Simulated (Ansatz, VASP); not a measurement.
Pb: VASP beside Ansatz

```
Pb
1.0
     0.00000    2.45979    2.45979
     2.45979    0.00000    2.45979
     2.45979    2.45979    0.00000
Pb
1
Direct
  0.00000 0.00000 0.00000
```

Alike in both runs: task single point; functional PBE; dispersion D3(BJ); k mesh 6 × 6 × 6; occupations gaussian, width 0.1 eV; no spin polarisation.

|  | VASP | Ansatz |
| --- | --- | --- |
| version | VASP 6.6.1 | Ansatz 0.2.0 |
| potentials or method | VASP PAW PBE potentials, release 64 (Pb_d), cutoff 500 eV | scalar-relativistic, plane waves, PAW |
| valence electrons in the cell | 14 | 14 |

|  | VASP | Ansatz | Ansatz less VASP |
| --- | --- | --- | --- |
| gap on the k mesh at the Fermi level (eV) | none | none | - |
| pressure (GPa) | 2.0 | 2.0 | +0.07 |

A gap of «none» marks a metal or a gap that the smearing closes.

The k mesh is coarse, so the values compare programs but aren't converged. Spin-orbit coupling is off throughout.
